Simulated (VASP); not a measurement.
Crystal: As.

```
As
1.0
     1.90555    1.10017    3.56030
    -1.90555    1.10017    3.56030
     0.00000   -2.20034    3.56030
As
2
Direct
  0.22600 0.22600 0.22600
  0.77400 0.77400 0.77400
```

Base run:

| Quantity | Value |
| --- | --- |
| Program | VASP 6.6.1 |
| Functional | PBE |
| Potentials or basis | VASP PAW PBE potentials, release 64 (As_d) |
| Cutoff | 600 eV |
| k mesh | 9 × 9 × 9 |
| Occupations | fermi-dirac, width 0.05 eV |
| Spin | no spin polarisation |

Its results: band gap on the k mesh zero (band 15 reaches 3.44 eV, above the bottom of band 16 at 3.34 eV); pressure 0.8 GPa; largest force 0.185 eV/Å.

Task: The run is repeated on the same cell with these changes: functional from PBE to LDA; potentials or basis from VASP PAW PBE potentials, release 64 (As_d) to VASP PAW LDA potentials, release 64 (As_d). What comes out?

Result: Band gap on the k mesh zero (band 15 reaches 3.32 eV, above the bottom of band 16 at 3.23 eV); pressure -3.8 GPa; largest force 0.048 eV/Å.
